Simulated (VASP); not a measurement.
Ni:

```
Ni
1.0
    -1.40754    1.40754    1.40754
     1.40754   -1.40754    1.40754
     1.40754    1.40754   -1.40754
Ni
1
Direct
  0.00000 0.00000 0.00000
```

Program: VASP 6.6.1. Alike in all runs: task single point; level revPBE; potentials or basis VASP PAW PBE potentials, release 64 (Ni); no spin polarisation; cell as given; cutoff (eV) 520; smearing fermi-dirac 0.1 eV. Hardware: 1 thread of Intel Xeon 8259CL, with other jobs on the host.

**Question.** Order these runs on this cell by their wall time, lowest first.
A. k mesh 18 × 18 × 18
B. k mesh 16 × 16 × 16
C. k mesh 26 × 26 × 26

**Answer.** B (14 s), A (28 s), C (78 s).

Caveats: the run has no spin polarisation, though such a crystal can be magnetic.
